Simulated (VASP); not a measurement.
# Pb (Im-3m) in VASP: settings compared

Aim: see how the results for Pb move with the level of theory and the settings. Levels: RPBE, PBE, LDA. Tasks: single point, relaxation of cell and atoms.

All numbers are computed with VASP 6.6.1; they aren't measurements. Logs are shortened: lines on timing, memory, paths and dates and some standing lists are left out, and cuts for length are marked.

## 1. The cell of the first run

It takes space group Im-3m (No. 229, cubic). The conventional cell has a = 4.040 Å, b = 4.040 Å, c = 4.040 Å, α = 90.00°, β = 90.00°, γ = 90.00°. Within 4.6 Å of Pb (site symmetry m-3m) lie 14 Pb at 3.50 to 4.04 Å.

This isn't the form of Pb at room conditions, which is fcc.

## 2. Single point, RPBE

The input, INCAR:

```
SYSTEM = Pb
ALGO = Fast
EDIFF = 1E-7
ENCUT = 520
GGA = RP
ISIF = 2
ISMEAR = -1
LASPH = .TRUE.
LCHARG = .FALSE.
LREAL = .FALSE.
LWAVE = .FALSE.
NBANDS = 13
NELM = 80
PREC = Accurate
SIGMA = 0.05
```

The input, KPOINTS:

```
k-points
0
G
  9 9 9
  0 0 0
```

The input, POSCAR:

```
Pb
1.0
   -2.0200340632      2.0200340632      2.0200340632
    2.0200340632     -2.0200340632      2.0200340632
    2.0200340632      2.0200340632     -2.0200340632
Pb
1
Direct
    0.0000000000      0.0000000000      0.0000000000
```

Potentials or basis: VASP PAW PBE potentials, release 64 (Pb_d).

The run is started by

```console
> cat potpaw_PBE.64/Pb_d/POTCAR > POTCAR
> mpirun -np 1 vasp_std > vasp.out
```

OUTCAR:

```text
SYSTEM = Pb
   EDIFF = 1E-7
   ENCUT = 520
   GGA = RP
   ISIF = 2
   ISMEAR = -1
   LASPH = .TRUE.
   LREAL = .FALSE.
   NELM = 80
   PREC = Accurate

 ion  position               nearest neighbor table
   1  0.000  0.000  0.000-

  LATTYP: Found a body centered cubic cell.
 ALAT       =     4.0400681264

  Lattice vectors:

 A1 = (  -2.0200340632,   2.0200340632,   2.0200340632)
 A2 = (   2.0200340632,  -2.0200340632,   2.0200340632)
 A3 = (   2.0200340632,   2.0200340632,  -2.0200340632)

Analysis of symmetry for initial positions (statically):
=====================================================================
 Subroutine PRICEL returns:
 Original cell was already a primitive cell.

 Routine SETGRP: Setting up the symmetry group for a
 body centered cubic supercell.

 Subroutine GETGRP returns: Found 48 space group operations
 (whereof 48 operations were pure point group operations)
 out of a pool of 48 trial point group operations.

The static configuration has the point symmetry O_h .

Analysis of symmetry for dynamics (positions and initial velocities):
=====================================================================
 Subroutine PRICEL returns:
 Original cell was already a primitive cell.

 Routine SETGRP: Setting up the symmetry group for a
 body centered cubic supercell.

 Subroutine GETGRP returns: Found 48 space group operations
 (whereof 48 operations were pure point group operations)
 out of a pool of 48 trial point group operations.

The dynamic configuration has the point symmetry O_h .

 Subroutine INISYM returns: Found 48 space group operations
 (whereof 48 operations are pure point group operations),
 and found     1 'primitive' translations

----------------------------------------------------------------------------------------

                                     Primitive cell

  volume of cell :      32.9713

  direct lattice vectors                    reciprocal lattice vectors
    -2.020034063  2.020034063  2.020034063     0.000000000  0.247520579  0.247520579
     2.020034063 -2.020034063  2.020034063     0.247520579  0.000000000  0.247520579
     2.020034063  2.020034063 -2.020034063     0.247520579  0.247520579  0.000000000

  length of vectors
     3.498801630  3.498801630  3.498801630     0.350046959  0.350046959  0.350046959

  position of ions in fractional coordinates (direct lattice)
     0.000000000  0.000000000  0.000000000

  ion indices of the primitive-cell ions
   primitive index   ion index
                 1           1

----------------------------------------------------------------------------------------

 KPOINTS: k-points

Automatic generation of k-mesh.
 Grid dimensions read from file:
 generate k-points for:    9    9    9

 Generating k-lattice:

  Cartesian coordinates                     Fractional coordinates (reciprocal lattice)
     0.000000000  0.027502287  0.027502287     0.111111111  0.000000000  0.000000000
     0.027502287  0.000000000  0.027502287     0.000000000  0.111111111  0.000000000
     0.027502287  0.027502287  0.000000000     0.000000000  0.000000000  0.111111111

  Length of vectors
     0.038894107  0.038894107  0.038894107

  Shift w.r.t. Gamma in fractional coordinates (k-lattice)
     0.000000000  0.000000000  0.000000000

 Subroutine IBZKPT returns following result:
 ===========================================

 Found     35 irreducible k-points:

 Following reciprocal coordinates:
            Coordinates               Weight
  0.000000  0.000000  0.000000      1.000000
  0.111111  0.000000  0.000000     12.000000
  0.222222  0.000000  0.000000     12.000000
  0.333333  0.000000  0.000000     12.000000
  0.444444  0.000000  0.000000     12.000000
  0.111111  0.111111  0.000000     24.000000
[... 16 lines left out ...]
 -0.333333  0.444444  0.111111     48.000000
 -0.444444 -0.444444  0.111111     24.000000
 [... further k-points ...]
   k-points           NKPTS =     35   k-points in BZ     NKDIM =     35   number of bands    NBANDS=     13
   number of dos      NEDOS =    301   number of ions     NIONS =      1
   total plane-waves  NPLWV =  21952
   dimension x,y,z NGX =    28 NGY =   28 NGZ =   28
   dimension x,y,z NGXF=    56 NGYF=   56 NGZF=   56
   ions per type =               1
   NGX,Y,Z   is equivalent  to a cutoff of  13.30, 13.30, 13.30 a.u.
   NGXF,Y,Z  is equivalent  to a cutoff of  26.61, 26.61, 26.61 a.u.
 SYSTEM =  Pb
   PREC   = accura    normal or accurate (medium, high low for compatibility)
   ISTART =      0    job   : 0-new  1-cont  2-samecut
   ICHARG =      2    charge: 1-file 2-atom 10-const
   ISPIN  =      1    spin polarized calculation?
   LNONCOLLINEAR =      F non collinear calculations
   LSORBIT =      F    spin-orbit coupling
   LASPH  =      T    aspherical Exc in radial PAW
   ENCUT  =  520.0 eV  38.22 Ry    6.18 a.u.   6.51  6.51  6.51*2*pi/ulx,y,z
   NELM   =     80;   NELMIN=  2; NELMDL= -5     # of ELM steps
   EDIFF  = 0.1E-06   stopping-criterion for ELM
   LREAL  =      F    real-space projection
   EDIFFG = 0.1E-05   stopping-criterion for IOM
   NSW    =      0    number of steps for IOM
   IBRION =     -1    ionic relax: 0-MD 1-quasi-New 2-CG
   NFREE  =      0    steps in history (QN), initial steepest desc. (CG)
   ISIF   =      2    stress and relaxation
   ISYM   =      2    0-nonsym 1-usesym 2-fastsym
   POTIM  = 0.5000    time-step for ionic-motion
   TEBEG  =    0.0;   TEEND  =   0.0 temperature during run
   PSTRESS=    0.0 pullay stress
   NELECT =      14.0000    total number of electrons
   NUPDOWN=      -1.0000    fix difference up-down
   EMIN   =  10.00;   EMAX   =-10.00  energy-range for DOS
   EFERMI =   0.00;   METHOD = LEGACY
   ISMEAR =    -1;   SIGMA  =   0.05  broadening in eV -4-tet -1-fermi 0-gaus
   EFERMI_NEDOS =   21; number of points for ismear=-14 and -15
   IALGO  =     68    algorithm
   IMIX   =      4    mixing-type and parameters
     AMIX     =   0.40;   BMIX     =  1.00
     AMIX_MAG =   1.60;   BMIX_MAG =  1.00
  volume/ion in A,a.u.               =      32.97       222.50
  Fermi-wavevector in a.u.,A,eV,Ry     =   1.230473  2.325257 20.600095  1.514064
  Thomas-Fermi vector in A             =   2.365320
   LORBIT       =      0    0 simple, 1 ext, 2 COOP (PROOUT), +10 PAW based schemes
   GGA     = RP    functional components
   LHFCALC =     F    Hartree Fock is set to
   AEXX    =    0.0000 exact exchange contribution
   IVDW    =     0    specifies the selected vdW correction
   LEPSILON=     F    determine dielectric tensor
   LRPA    =     F    only Hartree local field effects (RPA)
 non-spin polarized calculation
 RMM-DIIS sequential band-by-band and
  energy-cutoff  :      520.00
  volume of cell :       32.97
 maximum number of plane-waves:       935
 NGX is ok and might be reduce to    28
   NGX = 13   NGY = 13   NGZ = 13

 number of electron      13.9999998 magnetization

 Free energy of the ion-electron system (eV)
  ---------------------------------------------------
  ext. energy  EPLUGINS =         0.00000000
  ---------------------------------------------------
  free energy    TOTEN  =        -3.11973599 eV

  energy without entropy =       -3.11071475  energy(sigma->0) =       -3.11522537

 E-fermi :   6.5362     XC(G=0):  -9.6932

 val. band max:        6.4840163893   @ k =   0.3333   0.2222   0.0000
 cond. band min:       6.5701419824   @ k =  -0.2222   0.3333   0.1111
 fundamental gap:      0.0861255932
 Fermi energy:         6.5362170657

 k-point     1 :       0.0000    0.0000    0.0000
  band No.  band energies     occupation
      1     -10.6410      2.00000
      2     -10.6410      2.00000
      3     -10.6410      2.00000
      4     -10.4543      2.00000
      5     -10.4543      2.00000
      6      -4.7048      2.00000
      7      13.4616      0.00000
      8      13.4616      0.00000
      9      13.4616      0.00000
     10      17.0999      0.00000
     11      17.4563      0.00000
     12      17.4563      0.00000
     13      17.4563      0.00000

 k-point     2 :       0.1111    0.0000    0.0000
  band No.  band energies     occupation
      1     -10.6484      2.00000
      2     -10.6312      2.00000
      3     -10.6069      2.00000
      4     -10.4625      2.00000
      5     -10.4552      2.00000
      6      -4.4752      2.00000
      7      11.3734      0.00000
      8      12.7681      0.00000
      9      13.1923      0.00000
     10      16.0863      0.00000
     11      16.7984      0.00000
     12      17.2605      0.00000
     13      18.4632      0.00000

 k-point     3 :       0.2222    0.0000    0.0000
  band No.  band energies     occupation
      1     -10.6673      2.00000
      2     -10.6147      2.00000
      3     -10.5193      2.00000
      4     -10.4773      2.00000
      5     -10.4572      2.00000
      6      -3.7934      2.00000
      7       8.1960      0.00000
      8      11.4904      0.00000
      9      12.5215      0.00000
     10      14.7972      0.00000
     11      15.9656      0.00000
     12      17.5602      0.00000
     13      19.3781      0.00000

 k-point     4 :       0.3333    0.0000    0.0000
  band No.  band energies     occupation
      1     -10.6887      2.00000
      2     -10.6163      2.00000
      3     -10.4774      2.00000
      4     -10.4594      2.00000
      5     -10.4174      2.00000
      6      -2.7165      2.00000
      7       5.2909      2.00000
      8      10.4069      0.00000
      9      11.8448      0.00000
     10      14.0044      0.00000
     11      15.3913      0.00000
     12      18.5069      0.00000
     13      20.0250      0.00000

 k-point     5 :       0.4444    0.0000    0.0000
  band No.  band energies     occupation
      1     -10.7026      2.00000
      2     -10.6289      2.00000
      3     -10.4677      2.00000
      4     -10.4607      2.00000
      5     -10.3492      2.00000
      6      -1.5655      2.00000
      7       3.1963      2.00000
      8       9.8103      0.00000
      9      11.4524      0.00000
     10      13.6303      0.00000
     11      15.1053      0.00000
     12      19.5893      0.00000
     13      20.6342      0.00000

 k-point     6 :       0.1111    0.1111    0.0000
  band No.  band energies     occupation
      1     -10.6509      2.00000
      2     -10.6277      2.00000
      3     -10.5463      2.00000
      4     -10.4749      2.00000
      5     -10.4568      2.00000
      6      -4.0191      2.00000
      7       9.2791      0.00000
      8      11.3804      0.00000
      9      12.4086      0.00000
     10      16.0027      0.00000
     11      16.1466      0.00000
     12      17.6549      0.00000
     13      19.1141      0.00000

 k-point     7 :       0.2222    0.1111    0.0000
  band No.  band energies     occupation
      1     -10.6671      2.00000
      2     -10.6117      2.00000
      3     -10.4848      2.00000
      4     -10.4671      2.00000
      5     -10.4538      2.00000
      6      -3.1341      2.00000
      7       6.6407      0.22025
      8       9.7901      0.00000
      9      11.6005      0.00000
     10      15.1977      0.00000
     11      16.6452      0.00000
     12      17.5365      0.00000
     13      20.6932      0.00000
[... 193 lines left out ...]
 k-point    20 :      -0.3333    0.3333    0.1111
  band No.  band energies     occupation
      1     -10.6521      2.00000
      2     -10.5979      2.00000
      3     -10.4992      2.00000
      4     -10.4705      2.00000
      5     -10.4216      2.00000
      6      -2.5044      2.00000
      7       5.4787      2.00000
      8       9.7153      0.00000
      9      10.7067      0.00000
     10      14.9669      0.00000
     11      16.4013      0.00000
     12      16.4024      0.00000
     13      20.9647      0.00000

 k-point    21 :      -0.2222    0.3333    0.1111
  band No.  band energies     occupation
      1     -10.6231      2.00000
      2     -10.5766      2.00000
      3     -10.5134      2.00000
      4     -10.4838      2.00000
      5     -10.4527      2.00000
      6      -2.7030      2.00000
      7       6.5701      0.67319
      8       8.7725      0.00000
      9      11.0212      0.00000
     10      14.2985      0.00000
     11      16.0066      0.00000
     12      18.9507      0.00000
     13      20.2416      0.00000

 k-point    22 :      -0.4444    0.4444    0.1111
  band No.  band energies     occupation
      1     -10.6650      2.00000
      2     -10.6136      2.00000
      3     -10.4881      2.00000
      4     -10.4743      2.00000
      5     -10.3527      2.00000
      6      -1.3781      2.00000
      7       3.4456      2.00000
      8       9.1406      0.00000
      9      10.3642      0.00000
     10      14.9880      0.00000
     11      16.0952      0.00000
     12      17.2180      0.00000
     13      19.1205      0.00000

 k-point    23 :      -0.3333    0.4444    0.1111
  band No.  band energies     occupation
      1     -10.6311      2.00000
      2     -10.5845      2.00000
      3     -10.5073      2.00000
      4     -10.4822      2.00000
      5     -10.3875      2.00000
      6      -1.5787      2.00000
      7       4.6076      2.00000
      8       7.5414      0.00000
      9      10.8639      0.00000
     10      14.7285      0.00000
     11      15.6737      0.00000
     12      18.7393      0.00000
     13      18.9603      0.00000

 k-point    24 :      -0.4444   -0.4444    0.1111
  band No.  band energies     occupation
      1     -10.6356      2.00000
      2     -10.5910      2.00000
      3     -10.5164      2.00000
      4     -10.4673      2.00000
      5     -10.3596      2.00000
      6      -0.8907      2.00000
      7       3.5640      2.00000
      8       7.1778      0.00001
      9      10.7663      0.00000
     10      14.9392      0.00000
     11      16.3164      0.00000
     12      17.1895      0.00000
     13      18.7856      0.00000

 [... further k-points ...]
[... 5 lines left out ...]
  --------------------------------------------------------------------------------------
  -------------------------------------------------------------------------------------
  Total        0.0032036      0.0032036      0.0032036     -0.0000000     -0.0000000      0.0000000
  in kB        0.1556718      0.1556718      0.1556718     -0.0000000     -0.0000000      0.0000000
  external PRESSURE =       0.1556718 kB  Pullay stress =       0.0000000 kB

 VOLUME and BASIS-vectors are now :
 -----------------------------------------------------------------------------
  energy-cutoff  :      520.00
  volume of cell :       32.97
      direct lattice vectors                 reciprocal lattice vectors
    -2.020034063  2.020034063  2.020034063     0.000000000  0.247520579  0.247520579
     2.020034063 -2.020034063  2.020034063     0.247520579  0.000000000  0.247520579
     2.020034063  2.020034063 -2.020034063     0.247520579  0.247520579  0.000000000

 POSITION                                       TOTAL-FORCE (eV/Angst)
 -----------------------------------------------------------------------------------
      0.00000      0.00000      0.00000         0.000000      0.000000      0.000000
 -----------------------------------------------------------------------------------
    total drift:                                0.000000     -0.000000     -0.000000

  FREE ENERGIE OF THE ION-ELECTRON SYSTEM (eV)
  ---------------------------------------------------
  free  energy   TOTEN  =        -3.1197359911 eV

  energy  without entropy=       -3.1107147494  energy(sigma->0) =       -3.11522537
```

Run time: 30 s. Hardware: 1 thread of Intel Xeon 8259CL, shared host; peak memory 0.16 GiB.

Results:

| Item | Value |
| --- | --- |
| Free energy | -3.1197 eV |
| Pressure | 0.0 GPa |
| Band gap on the k mesh | zero (bands 7 and 8 overlap by 8.80 eV) |

Caveat: the PAW data sets were made with another functional, which shifts forces and pressure a little; spin-orbit coupling is left out, which moves the levels of the heavy elements.

(Continued in part 2 of 2.)
